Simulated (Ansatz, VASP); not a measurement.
## One calculation of Mo, two programs

```xyz
3
Lattice="4.8713 0.0000 0.0000 -2.4356 4.2187 0.0000 0.0000 0.0000 2.6744" Properties=species:S:1:pos:R:3 pbc="T T T"
Mo   -2.4356    4.2187    0.0000
Mo    0.0000    2.8124    1.3372
Mo    2.4356    1.4062    1.3372
```

Alike in both runs: task single point; functional RPBE; k mesh 9 × 9 × 14; occupations fermi-dirac, width 0.1 eV; no spin polarisation.

```csv
,VASP,Ansatz
version,VASP 6.6.1,Ansatz 0.2.0
potentials or method,"VASP PAW PBE potentials, release 64 (Mo_sv), cutoff 520 eV","plane waves (420 eV) with PAW, scalar-relativistic"
valence electrons in the cell,42,42
```

|  | VASP | Ansatz | Ansatz less VASP |
| --- | --- | --- | --- |
| pressure (GPa) | -19.9 | -20.2 | -0.29 |
| traceless stress, the component that is largest in VASP (GPa) | -2.31 | -2.36 | -0.049 |

VASP's potentials were made for PBE, not for RPBE. With one functional, cell and mesh, what is left measures potentials, basis and numerics.
